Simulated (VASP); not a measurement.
Runs of VASP 6.6.1 on Ag. The structure is that of space group Fm-3m (No. 225), or close to it. The cells are those of the table. 

| task | cell | cutoff (eV) | gap on the mesh (eV) | pressure (GPa) |
| --- | --- | --- | --- | --- |
| relaxation of cell and atoms | relaxed to 10 GPa from a = 2.800 Å, angles 60.0°, 1 atom | 600 | none | 10.0 |
| relaxation of cell and atoms | relaxed to -2 GPa from a = 2.885 Å, angles 60.0°, 1 atom | 600 | none | -1.9 |
| single point | a = 2.802 Å, angles 60.0°, 1 atom | 520 | none | 9.8 |
| single point | a = 2.884 Å, angles 60.0°, 1 atom | 520 | none | (a) |
| relaxation of cell and atoms | relaxed to 2 GPa from a = 2.849 Å, angles 60.0°, 1 atom | 600 | none | 2.0 |
| single point | a = 2.852 Å, angles 60.0°, 1 atom | 520 | none | 1.7 |
| relaxation of cell and atoms | relaxed to 5 GPa from a = 2.830 Å, angles 60.0°, 1 atom | 600 | none | 5.0 |
| single point | a = 2.867 Å, angles 60.0°, 1 atom | 520 | none | -0.1 |

Alike in all rows: level PBEsol; potentials or basis VASP PAW PBE potentials, release 64 (Ag); no spin polarisation; k mesh 18 × 18 × 18; smearing gaussian 0.1 eV.

**Question.** Fill in the values left out.

**Answer.** (a) -2.2.

Caveats: the PAW data sets were made with another functional, which shifts forces and pressure a little; the cell is relaxed towards a set pressure, so the enthalpy falls and the energy may rise (some runs); the relaxation stopped at its first step, so nothing moved (some runs).

A k mesh can miss the band edges, and the runs leave out spin-orbit coupling on Ag.

A gap of «none» marks levels without a gap at the run's occupations.
